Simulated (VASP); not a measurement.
Input of a VASP 6.6.1 run:

File INCAR:

```
ALGO     = Normal         # electronic algorithm
EDIFF    = 1E-7           # SCF threshold, eV
ENCUT    = 520            # plane-wave cutoff, eV
GGA      = PE             # functional
ISIF     = 2              # what is computed and relaxed
ISMEAR   = -1             # smearing method
LASPH    = True           # aspherical terms in the spheres
LCHARG   = False          # write CHGCAR
LREAL    = False          # projectors in reciprocal space
LWAVE    = False          # write WAVECAR
NBANDS   = 17             # bands
NELM     = 60             # most SCF steps
PREC     = Accurate       # precision mode
SIGMA    = 0.05           # smearing width, eV
```

Contents of KPOINTS:

```
k-points
0
Gamma
  13 13 7
```

File POSCAR:

```
Hf
1.0
    3.1966985242     -0.0159834926     -0.0159834926
   -1.6121913728      2.7764138765     -0.0058503643
   -0.0252890000     -0.0252890000      5.0578000000
Hf
2
Direct
    0.3333333333      0.6666666667      0.2500000000
    0.6666666667      0.3333333333      0.7500000000
```

Potentials or basis: VASP PAW PBE potentials, release 64 (Hf_pv).

Run with:

```console
$ cat potpaw_PBE.64/Hf_pv/POTCAR > POTCAR
$ mpirun -np 1 vasp_std > vasp.out
```

(1) What does it give for the band gap on the k mesh?

(2) What does it give for the largest force?

(3) What does it give for the pressure?

## Answers

(1) zero (bands 10 and 11 overlap by 1.51 eV).

(2) 0.028 eV/Å.

(3) 0.4 GPa.

Caveat: the cell differs from its parent crystal (equal xy, yz and zx shear strains of -1 %); spin-orbit coupling is left out, which moves the levels of the heavy elements.
